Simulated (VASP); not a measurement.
# WSe2 in VASP: a series of runs

WSe2 is run at these levels: PBE; tasks: single point.

Everything below comes from runs of VASP 6.6.1. Logs are shortened: lines on timing, memory, paths and dates and some standing lists are left out, and cuts for length are marked.

## Step 1: The cell of the first run

The cell holds a slab with vacuum, 12 atoms: a = 3.321 Å, b = 3.321 Å, c = 39.739 Å, α = 90.00°, β = 90.00°, γ = 120.00°.

## Step 2: Single point, PBE (strain +0.0250 x Voigt [0, 0, 1, 0, 0, 0])

The input, INCAR:

```
PREC = Accurate ; ENCUT = 520
EDIFF = 1E-6 ; ISMEAR = 0
SIGMA = 0.05 ; LREAL = False
LASPH = True ; NELM = 100
ALGO = Normal ; ISIF = 2
LWAVE = False ; LCHARG = False
GGA = PE ; NBANDS = 64
```

The input, KPOINTS:

```
Automatic mesh
0
Gamma
  12 12 1
```

The input, POSCAR:

```
WSe2
1.0
    3.3206779314      0.0000000000      0.0000000000
   -1.6603389657      2.8757914463      0.0000000000
    0.0000000000      0.0000000000     39.7393605886
W Se
4 8
Direct
    0.6666666667      0.3333333333      0.9017078408
    0.6666666667      0.3333333333      0.2946354236
    0.3333333333      0.6666666667      0.7053645764
    0.3333333333      0.6666666667      0.0982921592
    0.3333333333      0.6666666667      0.9449957770
    0.3333333333      0.6666666667      0.3379184716
    0.6666666667      0.3333333333      0.7486532095
    0.6666666667      0.3333333333      0.1415801562
    0.3333333333      0.6666666667      0.8584198438
    0.3333333333      0.6666666667      0.2513467905
    0.6666666667      0.3333333333      0.6620815284
    0.6666666667      0.3333333333      0.0550042230
```

Potentials or basis: VASP PAW PBE potentials, release 64 (W_sv, Se).

Started as:

```
> cat potpaw_PBE.64/W_sv/POTCAR potpaw_PBE.64/Se/POTCAR > POTCAR
> mpirun -np 1 vasp_std > vasp.out
```

OUTCAR:

```text
PREC = Accurate
   ENCUT = 520
   EDIFF = 1E-6
   ISMEAR = 0
   LREAL = False
   LASPH = True
   NELM = 100
   ISIF = 2
   GGA = PE

 ion  position               nearest neighbor table
   1  0.667  0.333  0.902-   5 2.58   5 2.58   5 2.58   9 2.58   9 2.58   9 2.58
   2  0.667  0.333  0.295-   6 2.58   6 2.58   6 2.58  10 2.58  10 2.58  10 2.58
   3  0.333  0.667  0.705-  11 2.58  11 2.58  11 2.58   7 2.58   7 2.58   7 2.58
   4  0.333  0.667  0.098-  12 2.58  12 2.58  12 2.58   8 2.58   8 2.58   8 2.58
   5  0.333  0.667  0.945-   1 2.58   1 2.58   1 2.58
   6  0.333  0.667  0.338-   2 2.58   2 2.58   2 2.58
   7  0.667  0.333  0.749-   3 2.58   3 2.58   3 2.58
   8  0.667  0.333  0.142-   4 2.58   4 2.58   4 2.58
   9  0.333  0.667  0.858-   1 2.58   1 2.58   1 2.58
  10  0.333  0.667  0.251-   2 2.58   2 2.58   2 2.58
  11  0.667  0.333  0.662-   3 2.58   3 2.58   3 2.58
  12  0.667  0.333  0.055-   4 2.58   4 2.58   4 2.58

  LATTYP: Found a hexagonal cell.
 ALAT       =     3.3206779314
 C/A-ratio  =    11.9672432586

  Lattice vectors:

 A1 = (   3.3206779314,   0.0000000000,   0.0000000000)
 A2 = (  -1.6603389657,   2.8757914463,   0.0000000000)
 A3 = (   0.0000000000,   0.0000000000,  39.7393605886)

Analysis of symmetry for initial positions (statically):
=====================================================================
 Subroutine PRICEL returns:
 Original cell was already a primitive cell.

 Routine SETGRP: Setting up the symmetry group for a
 hexagonal supercell.

 Subroutine GETGRP returns: Found 12 space group operations
 (whereof 12 operations were pure point group operations)
 out of a pool of 24 trial point group operations.

The static configuration has the point symmetry D_3d.

Analysis of symmetry for dynamics (positions and initial velocities):
=====================================================================
 Subroutine PRICEL returns:
 Original cell was already a primitive cell.

 Routine SETGRP: Setting up the symmetry group for a
 hexagonal supercell.

 Subroutine GETGRP returns: Found 12 space group operations
 (whereof 12 operations were pure point group operations)
 out of a pool of 24 trial point group operations.

The dynamic configuration has the point symmetry D_3d.

 Subroutine INISYM returns: Found 12 space group operations
 (whereof 12 operations are pure point group operations),
[... 119 lines left out ...]
   TEBEG  =    0.0;   TEEND  =   0.0 temperature during run
   PSTRESS=    0.0 pullay stress
   NELECT =     104.0000    total number of electrons
   NUPDOWN=      -1.0000    fix difference up-down
   EMIN   =  10.00;   EMAX   =-10.00  energy-range for DOS
   EFERMI =   0.00;   METHOD = LEGACY
   ISMEAR =     0;   SIGMA  =   0.05  broadening in eV -4-tet -1-fermi 0-gaus
   EFERMI_NEDOS =   21; number of points for ismear=-14 and -15
   IALGO  =     38    algorithm
   IMIX   =      4    mixing-type and parameters
     AMIX     =   0.40;   BMIX     =  1.00
     AMIX_MAG =   1.60;   BMIX_MAG =  1.00
  volume/ion in A,a.u.               =      31.62       213.41
  Fermi-wavevector in a.u.,A,eV,Ry     =   1.063370  2.009477 15.384857  1.130755
  Thomas-Fermi vector in A             =   2.198852
   LORBIT       =      0    0 simple, 1 ext, 2 COOP (PROOUT), +10 PAW based schemes
   GGA     = PE    functional components
   LHFCALC =     F    Hartree Fock is set to
   AEXX    =    0.0000 exact exchange contribution
   IVDW    =     0    specifies the selected vdW correction
   LEPSILON=     F    determine dielectric tensor
   LRPA    =     F    only Hartree local field effects (RPA)
 non-spin polarized calculation
 Gauss-broadening in eV      SIGMA  =   0.05
  energy-cutoff  :      520.00
  volume of cell :      379.49
 maximum number of plane-waves:     10266
 NGX is ok and might be reduce to    28
   NGX = 13   NGY = 13   NGZ =147

 number of electron     103.9999991 magnetization

 Free energy of the ion-electron system (eV)
  ---------------------------------------------------
  ext. energy  EPLUGINS =         0.00000000
  ---------------------------------------------------
  free energy    TOTEN  =       -86.40721201 eV

  energy without entropy =      -86.40721201  energy(sigma->0) =      -86.40721201

 E-fermi :   2.2823     XC(G=0):  -7.5629

 val. band max:        2.0498641707   @ k =   0.3333   0.3333   0.0000
 cond. band min:       3.4317239978   @ k =   0.1667   0.1667   0.0000
 fundamental gap:      1.3818598271
 Fermi energy:         2.2823485533

 k-point     1 :       0.0000    0.0000    0.0000
  band No.  band energies     occupation
      1     -72.1156      2.00000
      2     -72.1156      2.00000
      3     -72.1153      2.00000
      4     -72.1153      2.00000
      5     -36.3209      2.00000
      6     -36.3209      2.00000
[... 1262 lines left out ...]
     63       5.3289      0.00000
     64       5.3289      0.00000

------------------------ aborting loop because EDIFF is reached ----------------------------------------

  FORCE on cell =-STRESS in cart. coord.  units (eV):
  Direction    XX          YY          ZZ          XY          YZ          ZX
  --------------------------------------------------------------------------------------
  -------------------------------------------------------------------------------------
  Total       -2.9402912     -2.9402912     -8.7856688      0.0000000      0.0000000     -0.0000000
  in kB      -12.4135476    -12.4135476    -37.0920120      0.0000000      0.0000000     -0.0000000
  external PRESSURE =     -20.6397024 kB  Pullay stress =       0.0000000 kB

 VOLUME and BASIS-vectors are now :
 -----------------------------------------------------------------------------
  energy-cutoff  :      520.00
  volume of cell :      379.49
      direct lattice vectors                 reciprocal lattice vectors
     3.320677931  0.000000000  0.000000000     0.301143327  0.173865181  0.000000000
    -1.660338966  2.875791446  0.000000000     0.000000000  0.347730362  0.000000000
     0.000000000  0.000000000 39.739360589     0.000000000  0.000000000  0.025163968

 POSITION                                       TOTAL-FORCE (eV/Angst)
 -----------------------------------------------------------------------------------
      1.66034      0.95860     35.83329         0.000000     -0.000000      0.000148
      1.66034      0.95860     11.70862        -0.000000     -0.000000     -0.000675
     -0.00000      1.91719     28.03074        -0.000000      0.000000      0.000675
     -0.00000      1.91719      3.90607        -0.000000      0.000000     -0.000148
     -0.00000      1.91719     37.55353         0.000000      0.000000     -0.632687
     -0.00000      1.91719     13.42866         0.000000     -0.000000     -0.633730
      1.66034      0.95860     29.75100        -0.000000      0.000000     -0.632636
      1.66034      0.95860      5.62630        -0.000000     -0.000000     -0.632777
     -0.00000      1.91719     34.11306         0.000000     -0.000000      0.632777
     -0.00000      1.91719      9.98836         0.000000     -0.000000      0.632636
      1.66034      0.95860     26.31070         0.000000     -0.000000      0.633730
      1.66034      0.95860      2.18583        -0.000000     -0.000000      0.632687
 -----------------------------------------------------------------------------------
    total drift:                                0.000000     -0.000000      0.000000

  FREE ENERGIE OF THE ION-ELECTRON SYSTEM (eV)
  ---------------------------------------------------
  free  energy   TOTEN  =       -86.4072120142 eV

  energy  without entropy=      -86.4072120142  energy(sigma->0) =      -86.40721201
```

OSZICAR:

```text
N       E                     dE             d eps       ncg     rms          rms(c)
DAV:   1     0.102618862295E+04    0.10262E+04   -0.54482E+04  2840   0.147E+03
DAV:   2    -0.109579203853E+02   -0.10371E+04   -0.10093E+04  2920   0.377E+02
DAV:   3    -0.874526743792E+02   -0.76495E+02   -0.75137E+02  2976   0.963E+01
[... 15 lines left out ...]
DAV:  19    -0.864071696331E+02   -0.43275E-04   -0.16574E-06  1960   0.435E-03    0.241E-03
DAV:  20    -0.864072006497E+02   -0.31017E-04   -0.14055E-06  1904   0.313E-03    0.270E-03
DAV:  21    -0.864072084219E+02   -0.77722E-05   -0.25145E-07  1680   0.156E-03    0.177E-03
DAV:  22    -0.864072112163E+02   -0.27944E-05   -0.11757E-07  1592   0.816E-04    0.850E-04
DAV:  23    -0.864072120142E+02   -0.79789E-06   -0.49519E-08  1560   0.588E-04
   1 F= -.86407212E+02 E0= -.86407212E+02  d E =-.190312E-12
```

Run time: 26 min. Hardware: 1 thread of Intel Xeon 8259CL, shared host; peak memory 0.75 GiB.

Results:

```yaml
Free_energy: -86.4072 eV
Largest_force: 0.634 eV/Å
Band_gap_on_the_k_mesh: 1.38 eV (least direct gap 1.61 eV)
```

Forces on the atoms (eV/Å):
```
W    0.000  0.000  0.000
W    0.000  0.000 -0.001
W    0.000  0.000  0.001
W    0.000  0.000  0.000
Se   0.000  0.000 -0.633
Se   0.000  0.000 -0.634
Se   0.000  0.000 -0.633
Se   0.000  0.000 -0.633
Se   0.000  0.000  0.633
Se   0.000  0.000  0.633
Se   0.000  0.000  0.634
Se   0.000  0.000  0.633
```

Caveat: the cell differs from its parent crystal (strain +0.0250 x Voigt [0, 0, 1, 0, 0, 0]); there is no dipole correction, which matters where the two faces differ; spin-orbit coupling is left out, which moves the levels of the heavy elements.

## Step 3: Single point, PBE (strain +0.0500 x Voigt [0, 0, 1, 0, 0, 0])

The input, INCAR:

```
SYSTEM = WSe2
PREC = Accurate ; ENCUT = 520
EDIFF = 1E-7 ; ISMEAR = 0
SIGMA = 0.05 ; LREAL = .FALSE.
LASPH = .TRUE. ; NELM = 100
ALGO = Normal ; ISIF = 2
LWAVE = .FALSE. ; LCHARG = .FALSE.
GGA = PE ; NBANDS = 64
```

The input, KPOINTS:

```
Automatic mesh
0
G
  12 12 1
  0 0 0
```

POSCAR: that of step 2 with these lines changed.

```diff
@@ -4,3 +4,3 @@
    -1.6603389657      2.8757914463      0.0000000000
-    0.0000000000      0.0000000000     39.7393605886
+    0.0000000000      0.0000000000     40.7086132859
 W Se
```

Potentials or basis: VASP PAW PBE potentials, release 64 (W_sv, Se).

Started as:

```
> cat potpaw_PBE.64/W_sv/POTCAR potpaw_PBE.64/Se/POTCAR > POTCAR
> mpirun -np 1 vasp_std > vasp.out
```

Wall time 34 min (1 thread of Intel Xeon 8259CL, shared host); peak memory 0.75 GiB.

It converged, with:

```yaml
Free_energy: -86.0903 eV
Largest_force: 1.237 eV/Å
Band_gap_on_the_k_mesh: 1.26 eV (least direct gap 1.68 eV)
```

Forces on the atoms (eV/Å):
```
W    0.000  0.000  0.000
W    0.000  0.000 -0.001
W    0.000  0.000  0.001
W    0.000  0.000  0.000
Se   0.000  0.000 -1.235
Se   0.000  0.000 -1.237
Se   0.000  0.000 -1.236
Se   0.000  0.000 -1.235
Se   0.000  0.000  1.235
Se   0.000  0.000  1.236
Se   0.000  0.000  1.237
Se   0.000  0.000  1.235
```

Levels at points of the mesh, in eV from the valence-band top:
```csv
k point,band 50,band 51,band 52,band 53,band 54,band 55
"(0.00, 0.00, 0.00)",-0.63,-0.52,-0.45,2.78,2.78,2.78
"(0.50, 0.00, 0.00)",-0.79,-0.78,-0.78,2.36,2.36,2.36
```

Caveat: the cell differs from its parent crystal (strain +0.0500 x Voigt [0, 0, 1, 0, 0, 0]); there is no dipole correction, which matters where the two faces differ; spin-orbit coupling is left out, which moves the levels of the heavy elements.

## Step 4: Single point, PBE (strain -0.0500 x Voigt [0, 0, 1, 0, 0, 0])

The input, INCAR:

```
SYSTEM = WSe2
PREC     = Accurate       ! precision mode
ENCUT    = 520            ! plane-wave cutoff, eV
EDIFF    = 1E-6           ! SCF threshold, eV
ISMEAR   = 0              ! smearing method
SIGMA    = 0.05           ! smearing width, eV
LREAL    = .FALSE.        ! projectors in reciprocal space
LASPH    = .TRUE.         ! aspherical terms in the spheres
NELM     = 100            ! most SCF steps
ALGO     = Normal         ! electronic algorithm
ISIF     = 2              ! what is computed and relaxed
LWAVE    = .FALSE.        ! write WAVECAR
LCHARG   = .TRUE.         ! write CHGCAR
GGA      = PE             ! functional
LELF     = .TRUE.         ! ELF
LVHAR    = .TRUE.       
NBANDS   = 64             ! bands
```

The input, KPOINTS:

```
regular mesh
0
G
  12 12 1
  0 0 0
```

POSCAR: that of step 3 with these lines changed.

```diff
@@ -4,3 +4,3 @@
    -1.6603389657      2.8757914463      0.0000000000
-    0.0000000000      0.0000000000     40.7086132859
+    0.0000000000      0.0000000000     36.8316024967
 W Se
```

Started as:

```
> cat potpaw_PBE.64/W_sv/POTCAR potpaw_PBE.64/Se/POTCAR > POTCAR
> mpirun -np 1 vasp_std > vasp.out
```

Wall time 10 min (1 thread of AMD EPYC 9R45 (Zen 5), shared host); peak memory 0.64 GiB.

The run converged. Its results:

- Free energy: -85.9588 eV
- Largest force: 1.646 eV/Å
- Band gap on the k mesh: 1.07 eV (least direct gap 1.35 eV)

Forces in eV/Å, atoms in the order of the input:
```
W    0.000  0.000  0.000
W    0.000  0.000  0.002
W    0.000  0.000 -0.002
W    0.000  0.000  0.000
Se   0.000  0.000  1.640
Se   0.000  0.000  1.646
Se   0.000  0.000  1.640
Se   0.000  0.000  1.640
Se   0.000  0.000 -1.640
Se   0.000  0.000 -1.640
Se   0.000  0.000 -1.646
Se   0.000  0.000 -1.640
```

Levels at points of the mesh, in eV from the valence-band top:
| k point | band 50 | band 51 | band 52 | band 53 | band 54 | band 55 |
| --- | --- | --- | --- | --- | --- | --- |
| (0.00, 0.00, 0.00) | -0.30 | -0.12 | 0.00 | 2.74 | 2.74 | 2.74 |
| (0.50, 0.00, 0.00) | -1.22 | -1.20 | -1.20 | 2.03 | 2.03 | 2.04 |

Caveat: the cell differs from its parent crystal (strain -0.0500 x Voigt [0, 0, 1, 0, 0, 0]); there is no dipole correction, which matters where the two faces differ; spin-orbit coupling is left out, which moves the levels of the heavy elements.

## Step 5: The runs side by side

| cell | gap on the mesh (eV) | largest force (eV/Å) |
| --- | --- | --- |
| a = 3.321, b = 3.321, c = 39.739 Å, angles 90.0, 90.0, 120.0°, 12 atoms | 1.38 | 0.63 |
| a = 3.321, b = 3.321, c = 40.709 Å, angles 90.0, 90.0, 120.0°, 12 atoms | 1.26 | 1.24 |
| a = 3.321, b = 3.321, c = 36.832 Å, angles 90.0, 90.0, 120.0°, 12 atoms | 1.07 | 1.65 |

Alike in all rows: task single point; level PBE; potentials or basis VASP PAW PBE potentials, release 64 (W_sv, Se); no spin polarisation; k mesh 12 × 12 × 1; cutoff (eV) 520; smearing gaussian 0.05 eV.

Caveats: there is no dipole correction, which matters where the two faces differ; spin-orbit coupling is left out, which moves the levels of the heavy elements.

Absolute energies hang on the potentials; compare differences alone.
